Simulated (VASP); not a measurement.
# Zn4S (P4/mmm) in VASP: a series of runs

Runs on Zn4S. Level: PBE. Tasks: relaxation of cell and atoms, single point.

Everything below comes from runs of VASP 6.6.1. Logs are shortened: lines on timing, memory, paths and dates and some standing lists are left out, and cuts for length are marked.

### Step 1. The cell of the first run

The structure is tetragonal, space group P4/mmm (No. 123). The conventional cell has a = 5.262 Å, b = 5.262 Å, c = 3.448 Å, α = 90.00°, β = 90.00°, γ = 90.00°. Within 2.6 Å of Zn (site symmetry m2m) lie 2 Zn at 1.95 Å and 2 S at 2.21 Å. S (site symmetry 4/mmm) has 8 Zn at 2.21 Å within 2.9 Å.

### Step 2. Relaxation of cell and atoms, PBE

The input, INCAR:

```
  PREC = Accurate
  ENCUT = 600
  EDIFF = 1E-6
  ISMEAR = 0
  SIGMA = 0.1
  LREAL = F
  LASPH = T
  NELM = 60
  ALGO = Normal
  ISIF = 3
  LWAVE = F
  LCHARG = F
  GGA = PE
  IBRION = 2
  NSW = 90
  EDIFFG = -0.04
```

The input, KPOINTS:

```
Automatic mesh
0
Gamma
  4 4 6
```

The input, POSCAR:

```
Zn4S
1.0
    5.2622730100      0.0000000000      0.0000000000
    0.0000000000      5.2622730100      0.0000000000
    0.0000000000      0.0000000000      3.4480279000
Zn S
4 1
Direct
    0.8142848300      0.8142848300      0.0000000000
    0.1857151700      0.1857151700      0.0000000000
    0.1857151700      0.8142848300      0.0000000000
    0.8142848300      0.1857151700      0.0000000000
    0.0000000000      0.0000000000      0.5000000000
```

Potentials or basis: VASP PAW PBE potentials, release 64 (Zn, S).

Launch:

```
$ cat potpaw_PBE.64/Zn/POTCAR potpaw_PBE.64/S/POTCAR > POTCAR
$ mpirun -np 1 vasp_std > vasp.out
```

OUTCAR:

```text
PREC = Accurate
   ENCUT = 600
   EDIFF = 1E-6
   ISMEAR = 0
   LREAL = F
   LASPH = T
   NELM = 60
   ISIF = 3
   GGA = PE
   IBRION = 2
   NSW = 90
   EDIFFG = -0.04

 ion  position               nearest neighbor table
   1  0.814  0.814  0.000-   3 1.95   4 1.95   5 2.21   5 2.21   2 2.76
   2  0.186  0.186  0.000-   3 1.95   4 1.95   5 2.21   5 2.21   1 2.76
   3  0.186  0.814  0.000-   1 1.95   2 1.95   5 2.21   5 2.21   4 2.76
   4  0.814  0.186  0.000-   1 1.95   2 1.95   5 2.21   5 2.21   3 2.76
   5  0.000  0.000  0.500-   1 2.21   2 2.21   3 2.21   4 2.21   1 2.21   2 2.21   3 2.21   4 2.21

  LATTYP: Found a simple tetragonal cell.
 ALAT       =     5.2622730100
 C/A-ratio  =     0.6552354645

  Lattice vectors:

 A1 = (   5.2622730100,   0.0000000000,   0.0000000000)
 A2 = (   0.0000000000,   5.2622730100,   0.0000000000)
 A3 = (   0.0000000000,   0.0000000000,   3.4480279000)

Analysis of symmetry for initial positions (statically):
=====================================================================
 Subroutine PRICEL returns:
 Original cell was already a primitive cell.

 Routine SETGRP: Setting up the symmetry group for a
 simple tetragonal supercell.

 Subroutine GETGRP returns: Found 16 space group operations
 (whereof 16 operations were pure point group operations)
 out of a pool of 16 trial point group operations.

The static configuration has the point symmetry D_4h.

Analysis of symmetry for dynamics (positions and initial velocities):
=====================================================================
 Subroutine PRICEL returns:
 Original cell was already a primitive cell.

 Routine SETGRP: Setting up the symmetry group for a
 simple tetragonal supercell.

 Subroutine GETGRP returns: Found 16 space group operations
 (whereof 16 operations were pure point group operations)
 out of a pool of 16 trial point group operations.

The dynamic configuration has the point symmetry D_4h.

 Subroutine INISYM returns: Found 16 space group operations
 (whereof 16 operations are pure point group operations),
 and found     1 'primitive' translations

----------------------------------------------------------------------------------------

                                     Primitive cell

  volume of cell :      95.4811

  direct lattice vectors                    reciprocal lattice vectors
     5.262273010  0.000000000  0.000000000     0.190031950  0.000000000  0.000000000
     0.000000000  5.262273010  0.000000000     0.000000000  0.190031950  0.000000000
[... 106 lines left out ...]
   EFERMI_NEDOS =   21; number of points for ismear=-14 and -15
   IALGO  =     38    algorithm
   IMIX   =      4    mixing-type and parameters
     AMIX     =   0.40;   BMIX     =  1.00
     AMIX_MAG =   1.60;   BMIX_MAG =  1.00
  volume/ion in A,a.u.               =      19.10       128.87
  Fermi-wavevector in a.u.,A,eV,Ry     =   1.353839  2.558384 24.937834  1.832879
  Thomas-Fermi vector in A             =   2.481060
   LORBIT       =      0    0 simple, 1 ext, 2 COOP (PROOUT), +10 PAW based schemes
   GGA     = PE    functional components
   LHFCALC =     F    Hartree Fock is set to
   AEXX    =    0.0000 exact exchange contribution
   IVDW    =     0    specifies the selected vdW correction
   LEPSILON=     F    determine dielectric tensor
   LRPA    =     F    only Hartree local field effects (RPA)
 conjugate gradient relaxation of ions
 non-spin polarized calculation
 Gauss-broadening in eV      SIGMA  =   0.10
  energy-cutoff  :      600.00
  volume of cell :       95.48
 maximum number of plane-waves:      3233
   NGX = 21   NGY = 21   NGZ = 13

--------------------------------------- Ionic step        1  -------------------------------------------

 number of electron      53.9999977 magnetization

 Free energy of the ion-electron system (eV)
  ---------------------------------------------------
  ext. energy  EPLUGINS =         0.00000000
  ---------------------------------------------------
  free energy    TOTEN  =         3.28788452 eV

  energy without entropy =        3.29400476  energy(sigma->0) =        3.29094464

------------------------ aborting loop because EDIFF is reached ----------------------------------------

  FORCE on cell =-STRESS in cart. coord.  units (eV):
  Direction    XX          YY          ZZ          XY          YZ          ZX
  --------------------------------------------------------------------------------------
  -------------------------------------------------------------------------------------
  Total       33.9987755     33.9987755     26.4101681      0.0000000     -0.0000000      0.0000000
  in kB      570.5009015    570.5009015    443.1637471      0.0000000     -0.0000000      0.0000000
  external PRESSURE =     528.0551834 kB  Pullay stress =       0.0000000 kB
[... 98 lines left out ...]
  FREE ENERGIE OF THE ION-ELECTRON SYSTEM (eV)
  ---------------------------------------------------
  free  energy   TOTEN  =        -4.5608007022 eV

  energy  without entropy=       -4.5550931355  energy(sigma->0) =       -4.55794692

 E-fermi :  -1.3134     XC(G=0):  -7.1986

 val. band max:       -1.3474383674   @ k =   0.5000   0.5000   0.0000
 cond. band min:      -1.1291369341   @ k =   0.5000   0.5000   0.1667
 fundamental gap:      0.2183014333
 Fermi energy:        -1.3134114486

 k-point     1 :       0.0000    0.0000    0.0000
  band No.  band energies     occupation
      1     -12.1979      2.00000
      2      -7.6661      2.00000
      3      -7.6254      2.00000
      4      -7.6126      2.00000
      5      -7.6126      2.00000
      6      -7.5806      2.00000
[... 829 lines left out ...]
     31       2.0959      0.00000
     32       2.5294      0.00000

[... ionic steps 4 to 15 ...]

--------------------------------------- Ionic step       16  -------------------------------------------

 number of electron      54.0000022 magnetization

------------------------ aborting loop because EDIFF is reached ----------------------------------------
[... 73 lines left out ...]
--------------------------------------- Ionic step       18  -------------------------------------------

 number of electron      53.9999965 magnetization

 Free energy of the ion-electron system (eV)
  ---------------------------------------------------
  ext. energy  EPLUGINS =         0.00000000
  ---------------------------------------------------
  free energy    TOTEN  =        -8.11051400 eV

  energy without entropy =       -8.10092693  energy(sigma->0) =       -8.10572047

 E-fermi :   2.3039     XC(G=0):  -9.9946

 val. band max:        2.2449105799   @ k =   0.5000   0.0000   0.5000
 cond. band min:       2.3132338001   @ k =   0.2500   0.0000   0.3333
 fundamental gap:      0.0683232202
 Fermi energy:         2.3039462706

 k-point     1 :       0.0000    0.0000    0.0000
  band No.  band energies     occupation
      1     -11.9295      2.00000
      2      -5.4433      2.00000
      3      -5.3864      2.00000
      4      -5.3864      2.00000
      5      -5.3774      2.00000
      6      -5.3046      2.00000
[... 861 lines left out ...]
  FREE ENERGIE OF THE ION-ELECTRON SYSTEM (eV)
  ---------------------------------------------------
  free  energy   TOTEN  =        -8.1105140009 eV

  energy  without entropy=       -8.1009269345  energy(sigma->0) =       -8.10572047

 reached required accuracy - stopping structural energy minimisation
```

It took 7.8 min on 1 thread of Intel Xeon 6975P-C (Granite Rapids), shared host; peak memory 0.27 GiB.

Results:

```
Free energy                            : -8.1105 eV
Relaxed volume                         : 19.64 Å³/atom
Relaxed cell                           : a = 5.363 Å, b = 5.363 Å, c = 3.414 Å, α = 90.00°, β = 90.00°, γ = 90.00°
Space group after relaxing (to 0.05 Å) : P4/mmm (No. 123)
Energy gained by relaxing              : 2279.7 meV/atom
Ionic steps                            : 18
Pressure after relaxing                : 0.1 GPa
Largest force after relaxing           : 0.010 eV/Å
Band gap on the k mesh                 : zero (band 27 reaches 2.55 eV, above the bottom of band 28 at 1.60 eV)
```

Forces on the atoms (eV/Å):
```
Zn  -0.007 -0.007  0.000
Zn   0.007  0.007  0.000
Zn   0.007 -0.007  0.000
Zn  -0.007  0.007  0.000
S    0.000  0.000  0.000
```

Stress tensor (GPa, compression positive):
```
0.15 0.00 0.00
0.00 0.15 0.00
0.00 0.00 0.05
```

The path:
```csv
step,energy change (eV),largest force (eV/Å),pressure (GPa),volume (Å³)
1,0.0000,14.5371,52.81,95.48
2,-7.4135,0.0607,-5.14,211.31
3,-7.8487,0.0608,-5.60,199.01
4,-8.2682,0.0488,-5.96,187.95
5,-10.0757,0.6553,-4.77,136.57
6,-9.8953,1.7916,0.16,119.44
7,-10.1328,0.8534,-4.10,131.58
8,-10.1324,0.9961,-3.37,128.79
9,-10.1349,0.9546,-3.57,129.52
10,-10.5221,1.0555,-3.24,121.04
11,-11.2516,0.6447,2.24,97.67
12,-11.3346,0.2412,0.86,99.10
13,-11.3384,0.0915,1.02,98.85
14,-11.3767,0.0184,-0.45,101.35
15,-11.3783,0.0428,-0.88,101.99
16,-11.3907,0.0680,-0.46,100.42
17,-11.3961,0.1094,-0.03,98.55
18,-11.3984,0.0099,0.11,98.19
```

Final structure:
```xyz
5
Lattice="5.3627 0.0000 0.0000 0.0000 5.3627 0.0000 0.0000 0.0000 3.4143" Properties=species:S:1:pos:R:3 pbc="T T T"
Zn    3.9473    3.9473    0.0000
Zn    1.4154    1.4154    0.0000
Zn    1.4154    3.9473    0.0000
Zn    3.9473    1.4154    0.0000
S     0.0000    0.0000    1.7072
```

Levels at points of the mesh, in eV from the Fermi level:
| k point | band 24 | band 25 | band 26 | band 27 | band 28 | band 29 | band 30 | band 31 |
| --- | --- | --- | --- | --- | --- | --- | --- | --- |
| (0.00, 0.00, 0.00) | -4.87 | -2.11 | -1.92 | 0.03 | 0.03 | 1.07 | 2.11 | 5.86 |
| (0.50, 0.00, 0.00) | -3.79 | -3.02 | -1.99 | -1.47 | 1.36 | 1.91 | 4.38 | 4.56 |
| (0.50, 0.50, 0.00) | -5.33 | -1.91 | -0.41 | -0.41 | -0.36 | 4.74 | 4.91 | 5.12 |
| (0.00, 0.00, 0.50) | -3.48 | -3.22 | -0.72 | -0.70 | -0.70 | -0.14 | 3.06 | 3.06 |
| (0.50, 0.00, 0.50) | -4.13 | -3.24 | -0.86 | -0.06 | 0.60 | 0.76 | 1.44 | 1.67 |
| (0.50, 0.50, 0.50) | -3.66 | -3.30 | -3.27 | -3.27 | -0.09 | 3.83 | 3.83 | 4.16 |

### Step 3. Single point, PBE

This run uses another cell than the first one, of 19.52 Å³/atom, 1.022 times its volume.

The input, INCAR:

```
  ALGO = Normal
  EDIFF = 1E-7
  ENCUT = 520
  GGA = PE
  ISIF = 2
  ISMEAR = 0
  LASPH = T
  LCHARG = F
  LREAL = F
  LWAVE = F
  NBANDS = 35
  NELM = 80
  PREC = Accurate
  SIGMA = 0.1
```

The input, KPOINTS:

```
k-points
0
Gamma
  8 8 12
```

The input, POSCAR:

```
Zn4S
1.0
    5.3632773427      0.0000000000      0.0000000000
    0.0000000000      5.3632773427      0.0000000000
    0.0000000000      0.0000000000      3.3925625274
Zn S
4 1
Direct
    0.7350768042      0.7350768042      0.0000000000
    0.2649231958      0.2649231958      0.0000000000
    0.2649231958      0.7350768042      0.0000000000
    0.7350768042      0.2649231958      0.0000000000
    0.0000000000      0.0000000000      0.5000000000
```

Potentials or basis: VASP PAW PBE potentials, release 64 (Zn, S).

Launch:

```
$ cat potpaw_PBE.64/Zn/POTCAR potpaw_PBE.64/S/POTCAR > POTCAR
$ mpirun -np 1 vasp_std > vasp.out
```

OUTCAR:

```text
EDIFF = 1E-7
   ENCUT = 520
   GGA = PE
   ISIF = 2
   ISMEAR = 0
   LASPH = T
   LREAL = F
   NELM = 80
   PREC = Accurate

 ion  position               nearest neighbor table
   1  0.735  0.735  0.000-   3 2.52   4 2.52   5 2.63   5 2.63   3 2.84   4 2.84
   2  0.265  0.265  0.000-   3 2.52   4 2.52   5 2.63   5 2.63   3 2.84   4 2.84
   3  0.265  0.735  0.000-   1 2.52   2 2.52   5 2.63   5 2.63   2 2.84   1 2.84
   4  0.735  0.265  0.000-   1 2.52   2 2.52   5 2.63   5 2.63   2 2.84   1 2.84
[... 1119 lines left out ...]
  -------------------------------------------------------------------------------------
  Total        0.0984496      0.0984496      0.0592030      0.0000000      0.0000000      0.0000000
  in kB        1.6163527      1.6163527      0.9719991      0.0000000      0.0000000      0.0000000
  external PRESSURE =       1.4015682 kB  Pullay stress =       0.0000000 kB

 VOLUME and BASIS-vectors are now :
 -----------------------------------------------------------------------------
  energy-cutoff  :      520.00
  volume of cell :       97.59
      direct lattice vectors                 reciprocal lattice vectors
     5.363277343  0.000000000  0.000000000     0.186453158  0.000000000  0.000000000
     0.000000000  5.363277343  0.000000000     0.000000000  0.186453158  0.000000000
     0.000000000  0.000000000  3.392562527     0.000000000  0.000000000  0.294762438

 POSITION                                       TOTAL-FORCE (eV/Angst)
 -----------------------------------------------------------------------------------
      3.94242      3.94242      0.00000         0.000883      0.000883      0.000000
      1.42086      1.42086      0.00000        -0.000883     -0.000883     -0.000000
      1.42086      3.94242      0.00000        -0.000883      0.000883     -0.000000
      3.94242      1.42086      0.00000         0.000883     -0.000883      0.000000
      0.00000      0.00000      1.69628         0.000000      0.000000      0.000000
 -----------------------------------------------------------------------------------
    total drift:                               -0.000000     -0.000000     -0.000000

  FREE ENERGIE OF THE ION-ELECTRON SYSTEM (eV)
  ---------------------------------------------------
  free  energy   TOTEN  =        -8.1645065895 eV

  energy  without entropy=       -8.1602170995  energy(sigma->0) =       -8.16236184
```

Wall time 2.6 min (1 thread of Intel Xeon 6975P-C (Granite Rapids), shared host); peak memory 0.39 GiB.

What came out:

| Item | Value |
| --- | --- |
| Free energy | -8.1645 eV |
| Pressure | 0.1 GPa |
| Band gap on the k mesh | zero (band 27 reaches 2.71 eV, above the bottom of band 28 at 1.66 eV) |
